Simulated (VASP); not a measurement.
A run of VASP 6.6.1 is set up as follows.

INCAR

```
SYSTEM = BaS
PREC     = Accurate       ! precision mode
ENCUT    = 600            ! plane-wave cutoff, eV
EDIFF    = 1E-7           ! SCF threshold, eV
ISMEAR   = 0              ! smearing method
SIGMA    = 0.1            ! smearing width, eV
LREAL    = .False.        ! projectors in reciprocal space
LASPH    = .True.         ! aspherical terms in the spheres
NELM     = 100            ! most SCF steps
ALGO     = Normal         ! electronic algorithm
ISIF     = 3              ! what is computed and relaxed
LWAVE    = .False.        ! write WAVECAR
LCHARG   = .False.        ! write CHGCAR
GGA      = PE             ! functional
IBRION   = 2              ! ionic algorithm
NSW      = 90             ! ionic steps
EDIFFG   = -0.04          ! ionic threshold
```

File KPOINTS:

```
Automatic mesh
0
Gamma
  4 4 4
  0 0 0
```

Contents of POSCAR:

```
BaS
1.0
    6.5116014000      0.0000000000      0.0000000000
    0.0000000000      3.2506672900      3.0747817200
    0.0000000000     -3.2506672900      3.0747817200
Ba S
2 2
Direct
    0.7500000000      0.4343993300      0.1205803400
    0.2500000000      0.1205803400      0.4343993300
    0.2500000000      0.4316274800      0.0133928500
    0.7500000000      0.0133928500      0.4316274800
```

Potentials or basis: VASP PAW PBE potentials, release 64 (Ba_sv, S).

Command:

```sh
$ cat potpaw_PBE.64/Ba_sv/POTCAR potpaw_PBE.64/S/POTCAR > POTCAR
$ mpirun -np 1 vasp_std > vasp.out
```

Problem. What does it give for the relaxed cell?

Solution. a = 6.457 Å, b = 4.568 Å, c = 4.568 Å, α = 90.00°, β = 90.00°, γ = 90.00°.

Problem. What does it give for the space group after relaxing (to 0.1 Å)?

Solution. Fm-3m (No. 225).

Step by step:
```tsv
step	energy change (eV)	largest force (eV/Å)	pressure (GPa)	volume (Å³)
1	0.0000	6.7055	15.53	130.17
2	-2.1549	0.6488	-3.60	193.93
3	-2.3145	0.7316	-3.46	187.47
4	-2.4693	0.8068	-3.28	181.52
5	-3.0336	0.9717	-0.77	155.12
6	-3.0161	1.1376	0.51	149.76
7	-3.0388	1.0108	-0.42	153.42
8	-3.0386	1.0236	-0.31	152.94
9	-3.2125	0.6704	-0.86	152.19
10	-3.2597	0.5597	-0.90	151.44
11	-3.3556	0.5412	-0.17	146.46
12	-3.4312	0.4349	2.02	136.63
13	-3.4695	0.3962	1.73	136.69
14	-3.4929	0.4431	1.44	136.75
15	-3.5583	0.4346	0.25	139.54
16	-3.5949	0.4142	-1.11	143.34
17	-3.5959	0.4099	-1.31	143.97
18	-3.6396	0.4383	-1.06	141.99
19	-3.7125	0.5104	0.16	135.97
20	-3.7611	0.3535	0.29	134.61
21	-3.7953	0.0284	0.99	131.73
22	-3.7970	0.0699	0.80	132.30
23	-3.8098	0.0427	-0.28	135.61
24	-3.8100	0.0449	-0.17	135.24
25	-3.8112	0.0371	-0.03	134.74
```
